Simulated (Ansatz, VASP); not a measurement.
Pd in VASP and in Ansatz

File INCAR:

```
  ALGO = Normal
  EDIFF = 1E-6
  ENCUT = 520
  ISIF = 2
  ISMEAR = -1
  ISPIN = 2
  LASPH = T
  LCHARG = F
  LMAXMIX = 4
  LORBIT = 11
  LREAL = F
  LWAVE = F
  MAGMOM = 0.5 0.5 0.5
  NBANDS = 26
  NELM = 150
  PREC = Accurate
  SIGMA = 0.05
```

File KPOINTS:

```
k-points
0
Gamma
  9 9 14
```

The input POSCAR:

```
Pd
1.0
    4.2028053109      0.0000000000      0.0000000000
   -2.1014026555      3.6397361664      0.0000000000
    0.0000000000      0.0000000000      2.4937707040
Pd
3
Direct
    0.0000000000      1.0000000000      0.0000000000
    0.3333333333      0.6666666667      0.5000000000
    0.6666666667      0.3333333333      0.5000000000
```

Input for Ansatz:

```yaml
crystal:
  lattice:
    - [4.2028053109, 0.0, 0.0]
    - [-2.1014026555, 3.6397361664, 0.0]
    - [0.0, 0.0, 2.493770704]
  atoms:
    - { symbol: Pd, position: [0.0, 1.0, 0.0], spin: 0.5 }
    - { symbol: Pd, position: [0.3333333333, 0.6666666667, 0.5], spin: 0.5 }
    - { symbol: Pd, position: [0.6666666667, 0.3333333333, 0.5], spin: 0.5 }
hamiltonian:
  xc: lda
  pseudopotentials:
    kind: paw
    azcp:
      Pd: "pseudopotentials/Pd.paw.azcp"
basis:
  ecutwfc: 420
  fft_grid_basis: typed
kpoints:
  mp_grid: { grid: [9, 9, 14], shift: [0, 0, 0] }
magnetization:
  spin_polarized: true
scf:
  occupations: { method: fermi_dirac, width: 0.05 }
  lower_state_search: "off"
output:
  stress: true
  write_density: true
  write_potential: true
  elf: true
  volumetric_format: npy
```

Alike in both runs: task single point; functional LDA; k mesh 9 × 9 × 14; occupations fermi-dirac, width 0.05 eV; collinear spin.

```csv
,VASP,Ansatz
version,VASP 6.6.1,Ansatz 0.2.0
potentials or method,"VASP PAW LDA potentials, release 64 (Pd), cutoff 520 eV","plane waves (420 eV) with PAW, scalar-relativistic"
valence electrons in the cell,30,54
```

```tsv
	VASP	Ansatz	Ansatz less VASP
net moment per atom (μB)	0.00	0.00	0.000
```

Ansatz warns that its potentials were made for another functional, while VASP's fit it. LDA's correlation is that of Perdew and Zunger in VASP and of Perdew and Wang (1992) in Ansatz. VASP's potentials hold 30 valence electrons a cell and Ansatz's 54, so a difference there can come from the potentials and not from the codes. Ansatz's warnings: seeded moment not kept.
